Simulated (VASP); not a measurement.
SiC:

```
Si C
1.0
     3.16762    0.00000    0.00000
    -1.58381    2.74324    0.00000
     0.00000    0.00000    5.02458
Si C
2 2
Direct
  0.33333 0.66667 0.99818
  0.66667 0.33333 0.49818
  0.33333 0.66667 0.37682
  0.66667 0.33333 0.87682
```

This cell differs from its parent crystal: epitaxial xy strain +3.0%.

Base run:

```yaml
Program: VASP 6.6.1
Functional: r2SCAN
Potentials_or_basis: VASP PAW PBE potentials, release 64 (Si, C)
Cutoff: 520 eV
k_mesh: 12 × 12 × 6
Occupations: gaussian, width 0.01 eV
Spin: no spin polarisation
```

Its results: band gap on the k mesh 2.76 eV (least direct gap 4.05 eV); pressure -11.2 GPa.

Question: The run is repeated on the same cell with these changes: functional from r2SCAN to HSE06; k mesh from 12 × 12 × 6 to 6 × 6 × 4. What comes out?

Answer: Band gap on the k mesh 3.29 eV (least direct gap 4.62 eV); pressure -12.6 GPa.

Several settings changed at once.

Caveats: the cell stands under tension; the PAW data sets were made with another functional, which shifts forces and pressure a little.

A k mesh can miss the band edges.
